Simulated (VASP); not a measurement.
# Na3SmP2 (P4/mmm) in VASP: a series of runs

Runs on Na3SmP2. Level: PBE. Tasks: single point.

Program: VASP 6.6.1. These are calculated values, not measurements. Logs are shortened: lines on timing, memory, paths and dates and some standing lists are left out, and cuts for length are marked.

## (1) The cell of the first run

Symmetry: P4/mmm, No. 123, tetragonal system. The conventional cell has a = 4.299 Å, b = 4.299 Å, c = 7.328 Å, α = 90.00°, β = 90.00°, γ = 90.00°. Na (site symmetry mmm) has 2 Na at 2.15 Å and 4 P at 2.70 Å within 2.8 Å. Within 2.8 Å of Na (site symmetry 4/mmm) lie 4 Na at 2.15 Å. Sm (site symmetry 4/mmm) has 2 P at 2.03 Å within 2.7 Å. P (site symmetry 4mm) has 1 Sm at 2.03 Å and 4 Na at 2.70 Å within 2.8 Å.

The cell was generated, and may not be a known phase.

## (2) Single point, PBE

Contents of INCAR:

```
SYSTEM = Na3SmP2
ALGO     = Normal         ! electronic algorithm
EDIFF    = 1E-6           ! SCF threshold, eV
ENCUT    = 500            ! plane-wave cutoff, eV
GGA      = PE             ! functional
GGA_COMPAT= .False.      
ISIF     = 2              ! what is computed and relaxed
ISMEAR   = 0              ! smearing method
LASPH    = .True.         ! aspherical terms in the spheres
LCHARG   = .False.        ! write CHGCAR
LMAXMIX  = 6              ! l up to which the mixer works
LREAL    = .False.        ! projectors in reciprocal space
LWAVE    = .False.        ! write WAVECAR
NBANDS   = 30             ! bands
NELM     = 200            ! most SCF steps
PREC     = Accurate       ! precision mode
SIGMA    = 0.1            ! smearing width, eV
```

Contents of KPOINTS:

```
k-points
0
Gamma
  4 4 4
  0 0 0
```

Contents of POSCAR:

```
Na3SmP2
1.0
    4.2992417200      0.0000000000      0.0000000000
    0.0000000000      4.2992417200      0.0000000000
    0.0000000000      0.0000000000      7.3283433000
Na Sm P
3 1 2
Direct
    0.0000000000      0.5000000000      0.5000000000
    0.5000000000      0.0000000000      0.5000000000
    0.5000000000      0.5000000000      0.5000000000
    0.0000000000      0.0000000000      0.0000000000
    0.0000000000      0.0000000000      0.2770346500
    0.0000000000      0.0000000000      0.7229653500
```

Potentials or basis: VASP PAW PBE potentials, release 64 (Na_pv, Sm_3, P), 4f in core.

Started as:

```console
$ cat potpaw_PBE.64/Na_pv/POTCAR potpaw_PBE.64/Sm_3/POTCAR potpaw_PBE.64/P/POTCAR > POTCAR
$ mpirun -np 1 vasp_std > vasp.out
```

OUTCAR:

```text
SYSTEM = Na3SmP2
   EDIFF = 1E-6
   ENCUT = 500
   GGA = PE
   ISIF = 2
   ISMEAR = 0
   LASPH = .True.
   LREAL = .False.
   NELM = 200
   PREC = Accurate

 ion  position               nearest neighbor table
   1  0.000  0.500  0.500-   3 2.15   3 2.15   6 2.70   5 2.70   6 2.70   5 2.70
   2  0.500  0.000  0.500-   3 2.15   3 2.15   6 2.70   5 2.70   5 2.70   6 2.70
   3  0.500  0.500  0.500-   1 2.15   2 2.15   2 2.15   1 2.15
   4  0.000  0.000  0.000-   5 2.03   6 2.03
   5  0.000  0.000  0.277-   4 2.03   2 2.70   1 2.70   1 2.70   2 2.70
   6  0.000  0.000  0.723-   4 2.03   2 2.70   1 2.70   1 2.70   2 2.70

  LATTYP: Found a simple tetragonal cell.
 ALAT       =     4.2992417200
 C/A-ratio  =     1.7045664741

  Lattice vectors:

 A1 = (   4.2992417200,   0.0000000000,   0.0000000000)
 A2 = (   0.0000000000,   4.2992417200,   0.0000000000)
 A3 = (   0.0000000000,   0.0000000000,   7.3283433000)

Analysis of symmetry for initial positions (statically):
=====================================================================
 Subroutine PRICEL returns:
 Original cell was already a primitive cell.

 Routine SETGRP: Setting up the symmetry group for a
 simple tetragonal supercell.

 Subroutine GETGRP returns: Found 16 space group operations
 (whereof 16 operations were pure point group operations)
 out of a pool of 16 trial point group operations.

The static configuration has the point symmetry D_4h.

Analysis of symmetry for dynamics (positions and initial velocities):
=====================================================================
 Subroutine PRICEL returns:
 Original cell was already a primitive cell.

 Routine SETGRP: Setting up the symmetry group for a
 simple tetragonal supercell.

 Subroutine GETGRP returns: Found 16 space group operations
 (whereof 16 operations were pure point group operations)
 out of a pool of 16 trial point group operations.

The dynamic configuration has the point symmetry D_4h.

 Subroutine INISYM returns: Found 16 space group operations
 (whereof 16 operations are pure point group operations),
 and found     1 'primitive' translations

----------------------------------------------------------------------------------------

[... 92 lines left out ...]
   NELM   =    200;   NELMIN=  2; NELMDL= -5     # of ELM steps
   EDIFF  = 0.1E-05   stopping-criterion for ELM
   LREAL  =      F    real-space projection
   EDIFFG = 0.1E-04   stopping-criterion for IOM
   NSW    =      0    number of steps for IOM
   IBRION =     -1    ionic relax: 0-MD 1-quasi-New 2-CG
   NFREE  =      0    steps in history (QN), initial steepest desc. (CG)
   ISIF   =      2    stress and relaxation
   ISYM   =      2    0-nonsym 1-usesym 2-fastsym
   POTIM  = 0.5000    time-step for ionic-motion
   TEBEG  =    0.0;   TEEND  =   0.0 temperature during run
   PSTRESS=    0.0 pullay stress
   NELECT =      42.0000    total number of electrons
   NUPDOWN=      -1.0000    fix difference up-down
   EMIN   =  10.00;   EMAX   =-10.00  energy-range for DOS
   EFERMI =   0.00;   METHOD = LEGACY
   ISMEAR =     0;   SIGMA  =   0.10  broadening in eV -4-tet -1-fermi 0-gaus
   EFERMI_NEDOS =   21; number of points for ismear=-14 and -15
   IALGO  =     38    algorithm
   IMIX   =      4    mixing-type and parameters
     AMIX     =   0.40;   BMIX     =  1.00
     AMIX_MAG =   1.60;   BMIX_MAG =  1.00
  volume/ion in A,a.u.               =      22.58       152.35
  Fermi-wavevector in a.u.,A,eV,Ry     =   1.108055  2.093921 16.705049  1.227786
  Thomas-Fermi vector in A             =   2.244577
   LORBIT       =      0    0 simple, 1 ext, 2 COOP (PROOUT), +10 PAW based schemes
   GGA     = PE    functional components
   LHFCALC =     F    Hartree Fock is set to
   AEXX    =    0.0000 exact exchange contribution
   IVDW    =     0    specifies the selected vdW correction
   LEPSILON=     F    determine dielectric tensor
   LRPA    =     F    only Hartree local field effects (RPA)
 non-spin polarized calculation
 Gauss-broadening in eV      SIGMA  =   0.10
  energy-cutoff  :      500.00
  volume of cell :      135.45
 maximum number of plane-waves:      3454
 NGX is ok and might be reduce to    32
   NGX = 15   NGY = 15   NGZ = 27

 number of electron      41.9999937 magnetization

 Free energy of the ion-electron system (eV)
  ---------------------------------------------------
  ext. energy  EPLUGINS =         0.00000000
  ---------------------------------------------------
  free energy    TOTEN  =       -10.01314822 eV

  energy without entropy =      -10.00213351  energy(sigma->0) =      -10.00764087

 E-fermi :   3.7698     XC(G=0):  -8.7145

 val. band max:        3.7338437033   @ k =   0.5000   0.2500   0.5000
 cond. band min:       3.8498038696   @ k =   0.0000   0.0000   0.5000
 fundamental gap:      0.1159601663
 Fermi energy:         3.7697598142

 k-point     1 :       0.0000    0.0000    0.0000
  band No.  band energies     occupation
      1     -37.6158      2.00000
      2     -25.1497      2.00000
      3     -25.1497      2.00000
      4     -24.5725      2.00000
      5     -22.4640      2.00000
      6     -22.4640      2.00000
[... 583 lines left out ...]
     29       8.3424      0.00000
     30       8.3424      0.00000

------------------------ aborting loop because EDIFF is reached ----------------------------------------

  FORCE on cell =-STRESS in cart. coord.  units (eV):
  Direction    XX          YY          ZZ          XY          YZ          ZX
  --------------------------------------------------------------------------------------
  -------------------------------------------------------------------------------------
  Total       11.4706678     11.4706678     48.1300041      0.0000000      0.0000000     -0.0000000
  in kB      135.6780994    135.6780994    569.2944478      0.0000000      0.0000000     -0.0000000
  external PRESSURE =     280.2168822 kB  Pullay stress =       0.0000000 kB

 VOLUME and BASIS-vectors are now :
 -----------------------------------------------------------------------------
  energy-cutoff  :      500.00
  volume of cell :      135.45
      direct lattice vectors                 reciprocal lattice vectors
     4.299241720  0.000000000  0.000000000     0.232599157  0.000000000  0.000000000
     0.000000000  4.299241720  0.000000000     0.000000000  0.232599157  0.000000000
     0.000000000  0.000000000  7.328343300     0.000000000  0.000000000  0.136456489

 POSITION                                       TOTAL-FORCE (eV/Angst)
 -----------------------------------------------------------------------------------
      0.00000      2.14962      3.66417         0.000000      0.000000      0.000000
      2.14962      0.00000      3.66417         0.000000      0.000000      0.000000
      2.14962      2.14962      3.66417         0.000000      0.000000      0.000000
      0.00000      0.00000      0.00000         0.000000      0.000000      0.000000
      0.00000      0.00000      2.03021        -0.000000     -0.000000     11.644398
      0.00000      0.00000      5.29814         0.000000      0.000000    -11.644398
 -----------------------------------------------------------------------------------
    total drift:                                0.000000      0.000000     -0.000000

  FREE ENERGIE OF THE ION-ELECTRON SYSTEM (eV)
  ---------------------------------------------------
  free  energy   TOTEN  =       -10.0131482235 eV

  energy  without entropy=      -10.0021335094  energy(sigma->0) =      -10.00764087
```

stdout:

```text
POSCAR found type information on POSCAR NaSmP
 POSCAR found :  3 types and       6 ions
 scaLAPACK will be used
 LDA part: xc-table for (Slater+PW92), standard interpolation
 POSCAR, INCAR and KPOINTS ok, starting setup
 FFT: planning ... GRIDC
 FFT: planning ... GRID_SOFT
 FFT: planning ... GRID
 WAVECAR not read
 entering main loop
```

It took 30 s on 1 thread of AMD EPYC 9R45 (Zen 5), shared host; peak memory 0.22 GiB.

Results:

```
Free energy            : -10.0131 eV
Pressure               : 28.0 GPa
Largest force          : 11.644 eV/Å
Band gap on the k mesh : zero (bands 21 and 22 overlap by 1.29 eV)
```

Forces in eV/Å, atoms in the order of the input:
```
Na    0.000   0.000   0.000
Na    0.000   0.000   0.000
Na    0.000   0.000   0.000
Sm    0.000   0.000   0.000
P     0.000   0.000  11.644
P     0.000   0.000 -11.644
```

Levels at points of the mesh, in eV from the Fermi level:
```csv
k point,band 18,band 19,band 20,band 21,band 22,band 23,band 24,band 25
"(0.00, 0.00, 0.00)",-2.98,-1.95,-1.93,-1.93,0.27,0.94,1.87,2.97
"(0.50, 0.00, 0.00)",-4.19,-2.82,-1.70,-0.43,1.56,1.81,2.45,2.80
"(0.50, 0.50, 0.00)",-3.88,-3.52,-3.52,-0.88,1.36,1.82,3.09,3.09
"(0.00, 0.00, 0.50)",-2.60,-1.30,-1.30,-1.23,-1.01,0.08,0.33,2.11
"(0.50, 0.00, 0.50)",-3.03,-2.22,-1.03,-0.45,-0.12,-0.11,1.90,2.36
"(0.50, 0.50, 0.50)",-2.48,-2.48,-2.06,-0.36,-0.13,-0.05,0.83,0.83
```

Caveat: the k points lie up to 0.37 Å⁻¹ apart, too coarse for converged energies and pressures of a metal; spin-orbit coupling is left out, which moves the levels of the heavy elements; the 4f electrons are frozen in the core, so they carry no moment and show no levels; forces of over 1 eV/Å act on the atoms, so gaps and moduli don't describe the material at rest. Spin polarisation is off, so any magnetic state and its effect on volume and gap are missing.

(Part 1 of 2 ends here.)

The gap in the log of VASP goes by the Fermi energy; the results here count the filled bands.